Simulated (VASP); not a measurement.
# Ba (Pm-3m) in VASP: further runs

The runs below take Ba through single point, relaxation of cell and atoms, with PBE.

Everything below comes from runs of VASP 6.6.1. Logs are shortened: lines on timing, memory, paths and dates and some standing lists are left out, and cuts for length are marked.

## 1. The cell of the first run

Symmetry: Pm-3m, No. 221, cubic system. Conventional cell: a = 3.958 Å, b = 3.958 Å, c = 3.958 Å, α = 90.00°, β = 90.00°, γ = 90.00°. Within 5.2 Å of Ba (site symmetry m-3m) lie 6 Ba at 3.96 Å.

This isn't the form of Ba at room conditions, which is bcc.

## 2. Single point, PBE

Input file INCAR:

```
SYSTEM = Ba
PREC     = Accurate       ! precision mode
ENCUT    = 520            ! plane-wave cutoff, eV
EDIFF    = 1E-6           ! SCF threshold, eV
ISMEAR   = -1             ! smearing method
SIGMA    = 0.1            ! smearing width, eV
LREAL    = .False.        ! projectors in reciprocal space
LASPH    = .True.         ! aspherical terms in the spheres
NELM     = 100            ! most SCF steps
ALGO     = Normal         ! electronic algorithm
ISIF     = 2              ! what is computed and relaxed
LWAVE    = .False.        ! write WAVECAR
LCHARG   = .True.         ! write CHGCAR
GGA      = PE             ! functional
LELF     = .True.         ! ELF
LVHAR    = .True.       
NBANDS   = 11             ! bands
```

Input file KPOINTS:

```
regular mesh
0
Gamma
  11 11 11
  0 0 0
```

Input file POSCAR:

```
Ba
1.0
    3.9581792516      0.0000000000      0.0000000000
    0.0000000000      3.9581792516      0.0000000000
    0.0000000000      0.0000000000      3.9581792516
Ba
1
Direct
    0.0000000000      0.0000000000      0.0000000000
```

Potentials or basis: VASP PAW PBE potentials, release 64 (Ba_sv).

On the command line:

```bash
> cat potpaw_PBE.64/Ba_sv/POTCAR > POTCAR
> mpirun -np 1 vasp_std > vasp.out
```

OUTCAR:

```text
SYSTEM = Ba
   PREC = Accurate
   ENCUT = 520
   EDIFF = 1E-6
   ISMEAR = -1
   LREAL = .False.
   LASPH = .True.
   NELM = 100
   ISIF = 2
   GGA = PE

 ion  position               nearest neighbor table
   1  0.000  0.000  0.000-

  LATTYP: Found a simple cubic cell.
 ALAT       =     3.9581792516

  Lattice vectors:

 A1 = (   3.9581792516,   0.0000000000,   0.0000000000)
 A2 = (   0.0000000000,   3.9581792516,   0.0000000000)
 A3 = (   0.0000000000,   0.0000000000,   3.9581792516)

Analysis of symmetry for initial positions (statically):
=====================================================================
 Subroutine PRICEL returns:
 Original cell was already a primitive cell.

 Routine SETGRP: Setting up the symmetry group for a
 simple cubic supercell.

 Subroutine GETGRP returns: Found 48 space group operations
 (whereof 48 operations were pure point group operations)
 out of a pool of 48 trial point group operations.

The static configuration has the point symmetry O_h .

Analysis of symmetry for dynamics (positions and initial velocities):
=====================================================================
 Subroutine PRICEL returns:
 Original cell was already a primitive cell.

 Routine SETGRP: Setting up the symmetry group for a
 simple cubic supercell.

 Subroutine GETGRP returns: Found 48 space group operations
 (whereof 48 operations were pure point group operations)
 out of a pool of 48 trial point group operations.

The dynamic configuration has the point symmetry O_h .

 Subroutine INISYM returns: Found 48 space group operations
 (whereof 48 operations are pure point group operations),
 and found     1 'primitive' translations

----------------------------------------------------------------------------------------

                                     Primitive cell

  volume of cell :      62.0135

  direct lattice vectors                    reciprocal lattice vectors
     3.958179252  0.000000000  0.000000000     0.252641413  0.000000000  0.000000000
     0.000000000  3.958179252  0.000000000     0.000000000  0.252641413  0.000000000
     0.000000000  0.000000000  3.958179252     0.000000000  0.000000000  0.252641413

  length of vectors
     3.958179252  3.958179252  3.958179252     0.252641413  0.252641413  0.252641413

  position of ions in fractional coordinates (direct lattice)
     0.000000000  0.000000000  0.000000000

  ion indices of the primitive-cell ions
   primitive index   ion index
                 1           1

----------------------------------------------------------------------------------------

 KPOINTS: regular mesh

Automatic generation of k-mesh.
 Grid dimensions read from file:
 generate k-points for:   11   11   11

 Generating k-lattice:

  Cartesian coordinates                     Fractional coordinates (reciprocal lattice)
     0.022967401  0.000000000  0.000000000     0.090909091  0.000000000  0.000000000
     0.000000000  0.022967401  0.000000000     0.000000000  0.090909091  0.000000000
     0.000000000  0.000000000  0.022967401     0.000000000  0.000000000  0.090909091

  Length of vectors
     0.022967401  0.022967401  0.022967401

  Shift w.r.t. Gamma in fractional coordinates (k-lattice)
     0.000000000  0.000000000  0.000000000

 Subroutine IBZKPT returns following result:
 ===========================================

 Found     56 irreducible k-points:

 Following reciprocal coordinates:
            Coordinates               Weight
  0.000000  0.000000  0.000000      1.000000
  0.090909  0.000000  0.000000      6.000000
  0.181818  0.000000  0.000000      6.000000
  0.272727  0.000000  0.000000      6.000000
  0.363636  0.000000  0.000000      6.000000
  0.454545  0.000000  0.000000      6.000000
[... 16 lines left out ...]
  0.181818  0.090909  0.090909     24.000000
  0.272727  0.090909  0.090909     24.000000
 [... further k-points ...]
   k-points           NKPTS =     56   k-points in BZ     NKDIM =     56   number of bands    NBANDS=     11
   number of dos      NEDOS =    301   number of ions     NIONS =      1
   total plane-waves  NPLWV =  27000
   dimension x,y,z NGX =    30 NGY =   30 NGZ =   30
   dimension x,y,z NGXF=    60 NGYF=   60 NGZF=   60
   ions per type =               1
   NGX,Y,Z   is equivalent  to a cutoff of  12.60, 12.60, 12.60 a.u.
   NGXF,Y,Z  is equivalent  to a cutoff of  25.20, 25.20, 25.20 a.u.
 SYSTEM =  Ba
   PREC   = accura    normal or accurate (medium, high low for compatibility)
   ISTART =      0    job   : 0-new  1-cont  2-samecut
   ICHARG =      2    charge: 1-file 2-atom 10-const
   ISPIN  =      1    spin polarized calculation?
   LNONCOLLINEAR =      F non collinear calculations
   LSORBIT =      F    spin-orbit coupling
   LASPH  =      T    aspherical Exc in radial PAW
   ENCUT  =  520.0 eV  38.22 Ry    6.18 a.u.   7.36  7.36  7.36*2*pi/ulx,y,z
   NELM   =    100;   NELMIN=  2; NELMDL= -5     # of ELM steps
   EDIFF  = 0.1E-05   stopping-criterion for ELM
   LREAL  =      F    real-space projection
   EDIFFG = 0.1E-04   stopping-criterion for IOM
   NSW    =      0    number of steps for IOM
   IBRION =     -1    ionic relax: 0-MD 1-quasi-New 2-CG
   NFREE  =      0    steps in history (QN), initial steepest desc. (CG)
   ISIF   =      2    stress and relaxation
   ISYM   =      2    0-nonsym 1-usesym 2-fastsym
   POTIM  = 0.5000    time-step for ionic-motion
   TEBEG  =    0.0;   TEEND  =   0.0 temperature during run
   PSTRESS=    0.0 pullay stress
   NELECT =      10.0000    total number of electrons
   NUPDOWN=      -1.0000    fix difference up-down
   EMIN   =  10.00;   EMAX   =-10.00  energy-range for DOS
   EFERMI =   0.00;   METHOD = LEGACY
   ISMEAR =    -1;   SIGMA  =   0.10  broadening in eV -4-tet -1-fermi 0-gaus
   EFERMI_NEDOS =   21; number of points for ismear=-14 and -15
   IALGO  =     38    algorithm
   IMIX   =      4    mixing-type and parameters
     AMIX     =   0.40;   BMIX     =  1.00
     AMIX_MAG =   1.60;   BMIX_MAG =  1.00
  volume/ion in A,a.u.               =      62.01       418.49
  Fermi-wavevector in a.u.,A,eV,Ry     =   0.891072  1.683882 10.803148  0.794009
  Thomas-Fermi vector in A             =   2.012845
   LORBIT       =      0    0 simple, 1 ext, 2 COOP (PROOUT), +10 PAW based schemes
   GGA     = PE    functional components
[... 5 lines left out ...]
 non-spin polarized calculation
  energy-cutoff  :      520.00
  volume of cell :       62.01
 maximum number of plane-waves:      1743
 NGX is ok and might be reduce to    30
   NGX = 15   NGY = 15   NGZ = 15

 number of electron      10.0000000 magnetization

 number of electron       9.9999999 magnetization

 Free energy of the ion-electron system (eV)
  ---------------------------------------------------
  ext. energy  EPLUGINS =         0.00000000
  ---------------------------------------------------
  free energy    TOTEN  =        -1.61287249 eV

  energy without entropy =       -1.57730089  energy(sigma->0) =       -1.59508669

 E-fermi :   1.6399     XC(G=0):  -7.4416

 val. band max:        1.5691175974   @ k =   0.4545   0.4545   0.4545
 cond. band min:       1.6595285138   @ k =   0.4545   0.4545   0.4545
 fundamental gap:      0.0904109165
 Fermi energy:         1.6399423029

 k-point     1 :       0.0000    0.0000    0.0000
  band No.  band energies     occupation
      1     -27.5279      2.00000
      2     -12.3699      2.00000
      3     -12.3699      2.00000
      4     -12.3699      2.00000
      5      -0.9496      2.00000
      6       1.6794      0.80508
      7       1.6794      0.80508
      8       6.4641      0.00000
      9       6.4641      0.00000
     10       6.4641      0.00000
     11       9.1880      0.00000

 k-point     2 :       0.0909    0.0000    0.0000
  band No.  band energies     occupation
      1     -27.5234      2.00000
      2     -12.4302      2.00000
      3     -12.3648      2.00000
      4     -12.3648      2.00000
      5      -0.8262      2.00000
      6       1.7179      0.62882
      7       1.8056      0.32041
      8       6.1468      0.00000
      9       6.1468      0.00000
     10       6.4832      0.00000
     11       8.6444      0.00000

 k-point     3 :       0.1818    0.0000    0.0000
  band No.  band energies     occupation
      1     -27.5112      2.00000
      2     -12.5873      2.00000
      3     -12.3510      2.00000
      4     -12.3510      2.00000
      5      -0.4935      2.00000
      6       1.8257      0.26996
      7       2.1428      0.01302
      8       5.5247      0.00000
      9       5.5247      0.00000
     10       6.5357      0.00000
     11       7.7741      0.00000

 k-point     4 :       0.2727    0.0000    0.0000
  band No.  band energies     occupation
      1     -27.4952      2.00000
      2     -12.7832      2.00000
      3     -12.3328      2.00000
      4     -12.3328      2.00000
      5      -0.0338      2.00000
      6       1.9787      0.06536
      7       2.5142      0.00032
      8       4.9331      0.00000
      9       4.9331      0.00000
     10       6.6066      0.00000
     11       7.2460      0.00000
[... 239 lines left out ...]
 k-point    22 :       0.0909    0.0909    0.0909
  band No.  band energies     occupation
      1     -27.5144      2.00000
      2     -12.4268      2.00000
      3     -12.4158      2.00000
      4     -12.4158      2.00000
      5      -0.5805      2.00000
      6       1.9268      0.10743
      7       1.9268      0.10743
      8       5.6644      0.00000
      9       5.9312      0.00000
     10       5.9312      0.00000
     11       9.1891      0.00000

 k-point    23 :       0.1818    0.0909    0.0909
  band No.  band energies     occupation
      1     -27.5023      2.00000
      2     -12.5756      2.00000
      3     -12.4081      2.00000
      4     -12.4016      2.00000
      5      -0.2517      2.00000
      6       2.0334      0.03836
      7       2.2644      0.00387
      8       5.1109      0.00000
      9       5.2681      0.00000
     10       5.9621      0.00000
     11       8.4547      0.00000

 k-point    24 :       0.2727    0.0909    0.0909
  band No.  band energies     occupation
      1     -27.4863      2.00000
      2     -12.7698      2.00000
      3     -12.3890      2.00000
      4     -12.3827      2.00000
      5       0.2002      2.00000
      6       2.1880      0.00830
      7       2.5856      0.00016
      8       4.6348      0.00000
      9       4.7002      0.00000
     10       6.0529      0.00000
     11       7.8114      0.00000

 [... further k-points ...]

------------------------ aborting loop because EDIFF is reached ----------------------------------------

  FORCE on cell =-STRESS in cart. coord.  units (eV):
  Direction    XX          YY          ZZ          XY          YZ          ZX
  --------------------------------------------------------------------------------------
  -------------------------------------------------------------------------------------
  Total        0.0386445      0.0386445      0.0386445      0.0000000      0.0000000      0.0000000
  in kB        0.9984158      0.9984158      0.9984158      0.0000000      0.0000000      0.0000000
  external PRESSURE =       0.9984158 kB  Pullay stress =       0.0000000 kB

 VOLUME and BASIS-vectors are now :
 -----------------------------------------------------------------------------
  energy-cutoff  :      520.00
  volume of cell :       62.01
      direct lattice vectors                 reciprocal lattice vectors
     3.958179252  0.000000000  0.000000000     0.252641413  0.000000000  0.000000000
     0.000000000  3.958179252  0.000000000     0.000000000  0.252641413  0.000000000
     0.000000000  0.000000000  3.958179252     0.000000000  0.000000000  0.252641413

 POSITION                                       TOTAL-FORCE (eV/Angst)
 -----------------------------------------------------------------------------------
      0.00000      0.00000      0.00000         0.000000      0.000000      0.000000
 -----------------------------------------------------------------------------------
    total drift:                                0.000000      0.000000     -0.000000

  FREE ENERGIE OF THE ION-ELECTRON SYSTEM (eV)
  ---------------------------------------------------
  free  energy   TOTEN  =        -1.6128724867 eV

  energy  without entropy=       -1.5773008851  energy(sigma->0) =       -1.59508669
```

Wall time 40 s (1 thread of Intel Xeon 8259CL, shared host); peak memory 0.19 GiB.

What came out:

```yaml
Free_energy: -1.6129 eV
Pressure: 0.1 GPa
```

Caveat: spin-orbit coupling is left out, which moves the levels of the heavy elements.

## 3. Relaxation of cell and atoms, PBE

This run uses another cell than the first one, of 69.43 Å³/atom.

Input file INCAR:

```
  PREC = Accurate
  ENCUT = 600
  EDIFF = 1E-7
  ISMEAR = -1
  SIGMA = 0.1
  LREAL = F
  LASPH = T
  NELM = 100
  ALGO = Normal
  ISIF = 3
  LWAVE = F
  LCHARG = F
  GGA = PE
  IBRION = 2
  NSW = 80
  EDIFFG = -0.03
```

Input file KPOINTS:

```
Automatic mesh
0
Gamma
  11 11 11
```

Input file POSCAR:

```
Ba
1.0
    4.1100000000      0.0000000000      0.0000000000
    0.0000000000      4.1100000000      0.0000000000
    0.0000000000      0.0000000000      4.1100000000
Ba
1
Direct
    0.0000000000      0.0000000000      0.0000000000
```

Potentials or basis: VASP PAW PBE potentials, release 64 (Ba_sv).

On the command line:

```bash
> cat potpaw_PBE.64/Ba_sv/POTCAR > POTCAR
> mpirun -np 1 vasp_std > vasp.out
```

Run time: 3 min. Hardware: 1 thread of Intel Xeon 8259CL, shared host; peak memory 0.23 GiB.

The run converged. Its results:

| Quantity | Value |
| --- | --- |
| Free energy | -1.6133 eV |
| Relaxed volume | 63.46 Å³/atom |
| Relaxed cell | a = 3.989 Å, b = 3.989 Å, c = 3.989 Å, α = 90.00°, β = 90.00°, γ = 90.00° |
| Space group after relaxing (to 0.1 Å) | Pm-3m (No. 221) |
| Energy gained by relaxing | 13.0 meV/atom |
| Ionic steps | 3 |
| Pressure after relaxing | -0.1 GPa |

Step by step:
| step | energy change (eV) | largest force (eV/Å) | pressure (GPa) | volume (Å³) |
| --- | --- | --- | --- | --- |
| 1 | 0.0000 | 0.0000 | -0.59 | 69.43 |
| 2 | -0.0079 | 0.0000 | -0.40 | 66.89 |
| 3 | -0.0130 | 0.0000 | -0.07 | 63.46 |

Final structure:
```
CELL_PARAMETERS angstrom
3.98880 0.00000 0.00000
0.00000 3.98880 0.00000
0.00000 0.00000 3.98880
ATOMIC_POSITIONS crystal
Ba 0.00000 0.00000 0.00000
```

Levels at points of the mesh, in eV from the Fermi level:
```
           k point  band 2  band 3  band 4  band 5  band 6  band 7  band 8  band 9
(0.00, 0.00, 0.00)  -14.06  -14.06  -14.06   -2.58    0.05    0.05    4.71    4.71
```

Caveat: spin-orbit coupling is left out, which moves the levels of the heavy elements.

(Continued in part 2 of 2.)
